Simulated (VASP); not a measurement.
## Ti3Al5: single point with PBEsol

Ti3Al5:

```xyz
16
Lattice="-3.8833 0.0000 0.0000 0.0000 -3.8833 0.0000 0.0000 0.0000 16.2938" Properties=species:S:1:pos:R:3 pbc="T T T"
Ti   -3.8833   -3.8833    3.1014
Ti   -3.8833   -3.8833   11.3983
Ti   -1.9416   -1.9416    7.2498
Ti   -1.9416   -1.9416   15.5467
Ti   -1.9416   -1.9416    3.1014
Ti   -1.9416   -1.9416   11.3983
Al    0.0000   -1.9416    1.0467
Al    0.0000   -1.9416    9.3436
Al    0.0000   -1.9416    5.1561
Al    0.0000   -1.9416   13.4530
Al   -1.9416    0.0000    1.0467
Al   -1.9416    0.0000    9.3436
Al   -1.9416    0.0000    5.1561
Al   -1.9416    0.0000   13.4530
Al    0.0000    0.0000    7.2498
Al    0.0000    0.0000   15.5467
```

This cell differs from its parent crystal: the distance across one plane changed.

- Program: VASP 6.6.1
- Task: single point
- Functional: PBEsol
- Potentials or basis: VASP PAW PBE potentials, release 64 (Ti_sv, Al)
- Cutoff: 520 eV
- k mesh: 10 × 10 × 3
- Occupations: gaussian, width 0.15 eV
- Spin: no spin polarisation
- Dipole correction: no
- Further INCAR settings: LREAL = Auto; ALGO = Fast; EDIFF = 1e-07; NBANDS = 65

The pressure is 2.7 GPa, the largest force is 1.711 eV/Å and the band gap on the k mesh is zero (bands 51 and 52 overlap by 1.02 eV).

Forces in eV/Å, atoms in the order of the input:
```
Ti   0.000  0.000  0.341
Ti   0.000  0.000 -0.055
Ti   0.000  0.000  0.050
Ti   0.000  0.000 -1.711
Ti   0.000  0.000 -0.228
Ti   0.000  0.000 -0.103
Al   0.000  0.000  1.474
Al   0.000  0.000  0.002
Al   0.000  0.000 -0.006
Al   0.000  0.000 -0.084
Al   0.000  0.000  1.474
Al   0.000  0.000  0.002
Al   0.000  0.000 -0.006
Al   0.000  0.000 -0.084
Al   0.000  0.000  0.015
Al   0.000  0.000 -1.081
```

Stress tensor (GPa, compression positive):
```
1.89 0.00 0.00
0.00 1.89 0.00
0.00 0.00 4.20
```

Levels at points of the mesh, in eV from the Fermi level:
```
           k point  band 47  band 48  band 49  band 50  band 51  band 52  band 53  band 54  band 55  band 56
(0.00, 0.00, 0.00)    -0.82    -0.47    -0.20     0.01     0.15     0.15     0.39     0.54     0.54     0.54
(0.50, 0.00, 0.00)    -0.21    -0.14    -0.05     0.02     0.21     0.27     0.41     0.45     0.61     0.81
(0.50, 0.50, 0.00)    -1.47    -1.03    -1.03    -0.94    -0.83    -0.79    -0.48    -0.11     0.90     1.32
```

Wall time 28 min on 1 thread of Oxide Virtual Turin-like Processor, on a shared host, peak memory 0.55 GiB.

Caveat: the cell differs from its parent crystal (the distance across one plane changed); the PAW data sets were made with another functional, which shifts forces and pressure a little.
